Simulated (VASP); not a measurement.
A run of VASP 6.6.1 is set up as follows.

Contents of INCAR:

```
ALGO     = Normal         # electronic algorithm
EDIFF    = 1E-7           # SCF threshold, eV
ENCUT    = 520            # plane-wave cutoff, eV
GGA      = CA             # functional
ISIF     = 2              # what is computed and relaxed
ISMEAR   = 0              # smearing method
LASPH    = T              # aspherical terms in the spheres
LCHARG   = F              # write CHGCAR
LREAL    = F              # projectors in reciprocal space
LWAVE    = F              # write WAVECAR
NBANDS   = 44             # bands
NELM     = 80             # most SCF steps
PREC     = Accurate       # precision mode
SIGMA    = 0.02           # smearing width, eV
```

The input KPOINTS:

```
k-points
0
Gamma
  6 6 6
```

File POSCAR:

```
SiO2
1.0
   -4.4684127567      4.4684127567      2.6112619261
    4.4684127567     -4.4684127567      2.6112619261
    4.4684127567      4.4684127567     -2.6112619261
Si O
4 8
Direct
    0.1768588344      0.1768588344      0.3537176688
    0.8231411656      0.1768588344      0.0000000000
    0.1768588344      0.8231411656      0.0000000000
    0.8231411656      0.8231411656      0.6462823312
    0.5000000000      0.5000000000      0.5000000000
    0.0000000000      0.5000000000      0.0000000000
    0.5000000000      0.0000000000      0.0000000000
    0.0000000000      0.0000000000      0.5000000000
    0.0000000000      0.2084065224      0.2084065224
    0.7915934776      0.0000000000      0.7915934776
    0.2084065224      0.0000000000      0.2084065224
    0.0000000000      0.7915934776      0.7915934776
```

Potentials or basis: VASP PAW LDA potentials, release 64 (Si, O).

Launch:

```console
$ cat potpaw_LDA.64/Si/POTCAR potpaw_LDA.64/O/POTCAR > POTCAR
$ mpirun -np 1 vasp_std > vasp.out
```

Predict the pressure.

-0.6 GPa.

Predict the band gap on the k mesh.

5.33 eV (least direct gap 5.33 eV).

Forces in eV/Å, atoms in the order of the input:
```
Si   0.019  0.019  0.000
Si   0.019 -0.019  0.000
Si  -0.019  0.019  0.000
Si  -0.019 -0.019  0.000
O    0.000  0.000  0.000
O    0.000  0.000  0.000
O    0.000  0.000  0.000
O    0.000  0.000  0.000
O    0.001  0.000  0.000
O    0.000 -0.001  0.000
O    0.000  0.001  0.000
O   -0.001  0.000  0.000
```

A k mesh can miss the band edges.
